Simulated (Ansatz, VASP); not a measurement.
C in VASP and in Ansatz

The input INCAR:

```
SYSTEM = C
PREC = Accurate
ENCUT = 520
EDIFF = 1E-6
ISMEAR = 0
SIGMA = 0.05
LREAL = .FALSE.
LASPH = .TRUE.
NELM = 60
ALGO = Normal
ISIF = 2
LWAVE = .FALSE.
LCHARG = .FALSE.
GGA = PE
IVDW = 12
NBANDS = 11
```

Contents of KPOINTS:

```
Automatic mesh
0
G
  15 15 15
  0 0 0
```

File POSCAR:

```
C
1.0
    1.2324809262      0.7115731945      3.3609366220
   -1.2324809262      0.7115731945      3.3609366220
    0.0000000000     -1.4231463891      3.3609366220
C
2
Direct
    0.1759379976      0.1759379976      0.1337778934
    0.8240620024      0.8240620024      0.8662221066
```

Input for Ansatz:

```yaml
crystal:
  lattice:
    - [1.2324809262, 0.7115731945, 3.360936622]
    - [-1.2324809262, 0.7115731945, 3.360936622]
    - [0.0, -1.4231463891, 3.360936622]
  atoms:
    - { symbol: C, position: [0.1759379976, 0.1759379976, 0.1337778934] }
    - { symbol: C, position: [0.8240620024, 0.8240620024, 0.8662221066] }
basis:
  ecutwfc: 520.0
kpoints:
  mp_grid: { grid: [15, 15, 15] }
hamiltonian:
  xc: pbe
  pseudopotentials: { kind: paw, azcp: { folder: soft_1 } }
  dispersion: d3bj
scf:
  occupations: { method: gaussian, width: 0.05 }
output:
  forces: true
  stress: true
  eigenvalues: true
```

Change from the starting cell: mode 4 frozen in at -0.048 Å and mode 6 at +0.060 Å (largest displacements).

Alike in both runs: task single point; functional PBE; dispersion D3(BJ); k mesh 15 × 15 × 15; occupations gaussian, width 0.05 eV; no spin polarisation.

|  | VASP | Ansatz |
| --- | --- | --- |
| version | VASP 6.6.1 | Ansatz 0.2.0 |
| potentials or method | VASP PAW PBE potentials, release 64 (C), cutoff 520 eV | scalar-relativistic, plane waves, PAW |
| valence electrons in the cell | 8 | 8 |

```tsv
	VASP	Ansatz	Ansatz less VASP
gap on the k mesh at the Fermi level (eV)	0.31	0.31	0.000
least direct gap on the mesh (eV)	0.31	0.31	0.000
pressure (GPa)	5.4	5.0	-0.34
traceless stress, the component that is largest in VASP (GPa)	14.39	13.95	-0.436
rms of the force components (eV/Å)	3.225	3.220	-0.0045
```

Atom by atom the forces differ by 0.006 eV/Å (rms over components).
